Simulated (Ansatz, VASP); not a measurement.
# One calculation of HfN, two programs

```
Hf N
1.0
     2.25087    2.25087    0.00000
    -2.25087    2.25087    0.00000
     0.00000    0.00000    4.29916
Hf N
2 2
Cartesian
  0.0000 0.0000 0.0000
  0.0000 2.2509 2.1496
  0.0000 2.2509 0.0000
  0.0000 0.0000 2.1496
```

Change from the starting cell: strain along c alone, the other axes held, atoms relaxed: -4.5 %.

Alike in both runs: task single point; functional PBEsol; k mesh 16 × 16 × 12; occupations gaussian, width 0.1 eV; no spin polarisation.

```csv
,VASP,Ansatz
version,VASP 6.6.1,Ansatz 0.2.0
potentials or method,"VASP PAW PBE potentials, release 64 (Hf_pv, N), cutoff 520 eV","scalar-relativistic, plane waves, PAW"
valence electrons in the cell,30,62
```

```csv
,VASP,Ansatz,Ansatz less VASP
gap on the k mesh at the Fermi level (eV),none,none,-
pressure (GPa),13.8,16.0,+2.16
"traceless stress, the component that is largest in VASP (GPa)",21.62,21.59,-0.023
```

VASP's potentials were made for PBE, not for PBEsol. A gap of «none» marks a metal or a gap that the smearing closes. VASP's potentials hold 30 valence electrons a cell and Ansatz's 62, so a difference there can come from the potentials and not from the codes.

Spin-orbit coupling is off throughout.
